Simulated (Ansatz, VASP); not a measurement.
# C: VASP beside Ansatz

```
CELL_PARAMETERS angstrom
0.00000 1.80357 1.80357
1.80357 0.00000 1.80357
1.80357 1.80357 0.00000
ATOMIC_POSITIONS crystal
C 0.50000 0.50000 0.50000
C 0.75000 0.75000 0.75000
```

Alike in both runs: task single point; functional r2SCAN; k mesh 13 × 13 × 13; occupations fermi-dirac, width 0.05 eV; no spin polarisation.

|  | VASP | Ansatz |
| --- | --- | --- |
| version | VASP 6.6.1 | Ansatz 0.2.0 |
| potentials or method | VASP PAW PBE potentials, release 64 (C), cutoff 520 eV | plane waves (500 eV) with PAW, scalar-relativistic |
| valence electrons in the cell | 8 | 8 |

VASP gave:

```
gap on the k mesh at the Fermi level (eV) : 4.26
pressure (GPa)                            : -15.5
```

Which values does Ansatz return?

gap on the k mesh at the Fermi level (eV): 4.29; pressure (GPa): -16.4.

VASP's potentials were made for PBE, not for r2SCAN. The functional is the same, so the differences come from potentials, cutoffs and numerics.
